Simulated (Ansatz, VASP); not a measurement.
## BN: VASP beside Ansatz

The input INCAR:

```
SYSTEM = BN
PREC     = Accurate       ! precision mode
ENCUT    = 600            ! plane-wave cutoff, eV
EDIFF    = 1E-7           ! SCF threshold, eV
ISMEAR   = 0              ! smearing method
SIGMA    = 0.02           ! smearing width, eV
LREAL    = .False.        ! projectors in reciprocal space
LASPH    = .True.         ! aspherical terms in the spheres
NELM     = 100            ! most SCF steps
ALGO     = Normal         ! electronic algorithm
ISIF     = 3              ! what is computed and relaxed
LWAVE    = .False.        ! write WAVECAR
LCHARG   = .False.        ! write CHGCAR
GGA      = PS             ! functional
IVDW     = 12             ! dispersion correction
IBRION   = 2              ! ionic algorithm
NSW      = 100            ! ionic steps
EDIFFG   = -0.005         ! ionic threshold
```

The input KPOINTS:

```
Automatic mesh
0
Gamma
  12 12 12
  0 0 0
```

File POSCAR:

```
BN
1.0
    2.4983669253     -0.0021294650     -0.0300810336
   -1.2437497005      2.1669069224      0.0296577397
   -0.6635604640     -1.0619652855      3.2280803190
B N
1 1
Direct
    0.9909104675      0.9911982960     -0.0064743270
    0.6572385325      0.3246857040      0.9932793270
```

Input for Ansatz:

```yaml
crystal:
  lattice:
    - [2.4983669253, -0.002129465, -0.0300810336]
    - [-1.2437497005, 2.1669069224, 0.0296577397]
    - [-0.663560464, -1.0619652855, 3.228080319]
  atoms:
    - { symbol: B, position: [0.9909104675, 0.991198296, -0.006474327] }
    - { symbol: "N", position: [0.6572385325, 0.324685704, 0.993279327] }
basis:
  ecutwfc: 420
kpoints:
  mp_grid: { grid: [12, 12, 12] }
hamiltonian:
  xc: pbesol
  dispersion: d3bj
scf:
  occupations: { method: gaussian, width: 0.02 }
output:
  forces: true
  stress: true
  eigenvalues: true
  write_density: true
  write_potential: true
  elf: true
  volumetric_format: npy
relax:
  adjacent_minimum: "off"
  f_tol: 0.005
  max_steps: 80
  cell: { stress_tol: 0.05 }
```

Alike in both runs: task relaxation of cell and atoms; functional PBEsol; dispersion D3(BJ); k mesh 12 × 12 × 12; occupations gaussian, width 0.02 eV; no spin polarisation.

|  | VASP | Ansatz |
| --- | --- | --- |
| version | VASP 6.6.1 | Ansatz 0.2.0 |
| potentials or method | VASP PAW PBE potentials, release 64 (B, N), cutoff 600 eV | scalar-relativistic, plane waves, PAW |
| valence electrons in the cell | 8 | 8 |

Ansatz gave:

```
gap on the k mesh at the Fermi level, each at its own relaxed structure (eV)  : 4.00
relaxed volume (Å³/atom)                                                      : 8.62
relaxed length of the cell vector where the two differ most in proportion (Å) : 3.494
```

Question: What did VASP give for the same quantities?

Answer: gap on the k mesh at the Fermi level, each at its own relaxed structure (eV): 3.99; relaxed volume (Å³/atom): 8.58; relaxed length of the cell vector where the two differ most in proportion (Å): 3.485.

VASP's potentials were made for PBE, not for PBEsol.
